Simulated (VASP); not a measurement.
WS2 (Tungstenite): single point with PBE+D3(BJ)

Crystal: WS2 (Tungstenite).

```
W S
1.0
     3.20106    0.00000    0.00000
    -1.60053    2.77220    0.00000
     0.00000    0.00000   12.58278
W S
2 4
Cartesian
  1.6005 0.9241 9.4371
  0.0000 1.8481 3.1457
  1.6005 0.9241 4.7185
  0.0000 1.8481 11.0099
  1.6005 0.9241 1.5728
  0.0000 1.8481 7.8642
```

| Quantity | Value |
| --- | --- |
| Program | VASP 6.6.1 |
| Task | single point |
| Functional | PBE |
| Dispersion | D3(BJ) |
| Potentials or basis | VASP PAW PBE potentials, release 64 (W_sv, S) |
| Cutoff | 520 eV |
| k mesh | 10 × 10 × 3 |
| Occupations | fermi-dirac, width 0.05 eV |
| Spin | no spin polarisation |
| Dipole correction | no |
| Further INCAR settings | ALGO = Normal; EDIFF = 1e-07; NBANDS = 35 |

```json
{"Pressure": "-4.5 GPa", "Largest force": "0.201 eV/Å", "Band gap on the k mesh": "1.15 eV, indirect (least direct gap 2.03 eV)", "Dispersion energy per atom": "-0.406 eV"}
```

Forces on the atoms (eV/Å):
```
W    0.000  0.000  0.000
W    0.000  0.000  0.000
S    0.000  0.000 -0.201
S    0.000  0.000 -0.201
S    0.000  0.000  0.201
S    0.000  0.000  0.201
```

Stress tensor (GPa, compression positive):
```
-5.01  0.00  0.00
 0.00 -5.01  0.00
 0.00  0.00 -3.54
```

Levels at points of the mesh, in eV from the valence-band top:
| k point | band 24 | band 25 | band 26 | band 27 | band 28 | band 29 |
| --- | --- | --- | --- | --- | --- | --- |
| (0.00, 0.00, 0.00) | -1.55 | -1.02 | 0.00 | 2.23 | 2.23 | 2.24 |
| (0.50, 0.00, 0.00) | -1.82 | -1.61 | -1.45 | 2.17 | 2.21 | 2.53 |

Wall time 97 s on 1 thread of Intel Xeon 6975P-C, on a shared host, peak memory 0.28 GiB.

Caveat: spin-orbit coupling is left out, which moves the levels of the heavy elements. A k mesh can miss the band edges.
